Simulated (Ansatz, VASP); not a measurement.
One calculation of BN, two programs

```
CELL_PARAMETERS angstrom
0.00000 1.74583 1.74583
1.74583 0.00000 1.74583
1.74583 1.74583 0.00000
ATOMIC_POSITIONS crystal
B 0.00000 0.00000 0.00000
N 0.50000 0.50000 0.50000
```

Alike in both runs: task single point; functional PBE-based global hybrid; k mesh 6 × 6 × 6; no spin polarisation.

|  | VASP | Ansatz |
| --- | --- | --- |
| version | VASP 6.6.1 | Ansatz 0.2.0 |
| potentials or method | VASP PAW PBE potentials, release 64 (B, N) | plane waves |
| plane-wave cutoff (eV) | 520 | 420 |
| occupations | gaussian, width 0.01 eV | fixed |
| valence electrons in the cell | 8 | 8 |

Ansatz gave:

```
gap on the k mesh at the Fermi level (eV) : 2.22
pressure (GPa)                            : -3.7
```

**Question.** What did VASP give for the same quantities?

**Answer.** gap on the k mesh at the Fermi level (eV): 2.23; pressure (GPa): -3.7.

VASP's potentials were made for PBE, not for PBE-based global hybrid. Ansatz's warnings: stress exchange threshold loose, stress scf threshold loose.

The k mesh is coarse, so the values compare programs but aren't converged.
